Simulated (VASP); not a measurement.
Set up this calculation in VASP 6.6.1, as the native input.

| Property | Result |
| --- | --- |
| Task | single point |
| Functional | LDA |
| Potentials or basis | VASP PAW LDA potentials, release 64 (B, P) |
| Cutoff | 500 eV |
| k mesh | 15 × 15 × 15 |
| Occupations | fermi-dirac, width 0.08 eV |
| Spin | no spin polarisation |
| Dipole correction | no |
| Further INCAR settings | ALGO = Normal; EDIFF = 1e-06; NBANDS = 11 |

The structure of BP (zincblende type) lies in POSCAR:

```
BP
1.0
    0.0000000000      2.1992112606      2.1992112606
    2.1992112606      0.0000000000      2.1992112606
    2.1992112606      2.1992112606      0.0000000000
B P
1 1
Direct
    0.0000000000      0.0000000000      0.0000000000
    0.2500000000      0.2500000000      0.2500000000
```

This cell differs from its parent crystal: volume scaled by 0.94.

One way to write it, as run:

INCAR

```
SYSTEM = BP
PREC = Accurate ; ENCUT = 500
EDIFF = 1E-6 ; ISMEAR = -1
SIGMA = 0.08 ; LREAL = .False.
LASPH = .True. ; NELM = 120
ALGO = Normal ; ISIF = 2
LWAVE = .False. ; LCHARG = .False.
NBANDS = 11 ; GGA_COMPAT = .False.
```

KPOINTS

```
regular mesh
0
Gamma
  15 15 15
  0 0 0
```

Potentials or basis: VASP PAW LDA potentials, release 64 (B, P).

Command:

```bash
$ cat potpaw_LDA.64/B/POTCAR potpaw_LDA.64/P/POTCAR > POTCAR
$ mpirun -np 1 vasp_std > vasp.out
```

Results of the run:

| Item | Value |
| --- | --- |
| Pressure | 12.1 GPa |
| Band gap on the k mesh | 1.08 eV, indirect (least direct gap 3.54 eV) |

It took 13 s on 1 thread of AMD EPYC 9R45 (Zen 5), with other jobs on the host, peak memory 0.1 GiB.
